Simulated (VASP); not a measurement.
Here is a VASP 6.6.1 calculation.

INCAR

```
SYSTEM = HOs
PREC     = Accurate       ! precision mode
ENCUT    = 520            ! plane-wave cutoff, eV
EDIFF    = 1E-7           ! SCF threshold, eV
ISMEAR   = 0              ! smearing method
SIGMA    = 0.1            ! smearing width, eV
LREAL    = .False.        ! projectors in reciprocal space
LASPH    = .True.         ! aspherical terms in the spheres
NELM     = 80             ! most SCF steps
ALGO     = Normal         ! electronic algorithm
ISIF     = 2              ! what is computed and relaxed
LWAVE    = .False.        ! write WAVECAR
LCHARG   = .False.        ! write CHGCAR
GGA      = PE             ! functional
NBANDS   = 12             ! bands
```

KPOINTS

```
Automatic mesh
0
Gamma
  24 24 24
  0 0 0
```

The input POSCAR:

```
HOs
1.0
    0.0000000000      2.0207511573      2.0207511573
    2.0207511573      0.0000000000      2.0207511573
    2.0207511573      2.0207511573      0.0000000000
H Os
1 1
Direct
    0.0000000000      0.0000000000      0.0000000000
    0.5000000000      0.5000000000      0.5000000000
```

Potentials or basis: VASP PAW PBE potentials, release 64 (H, Os).

The run is started by

```bash
$ cat potpaw_PBE.64/H/POTCAR potpaw_PBE.64/Os/POTCAR > POTCAR
$ mpirun -np 1 vasp_std > vasp.out
```

Task: Estimate the pressure.

Result: 0.9 GPa.
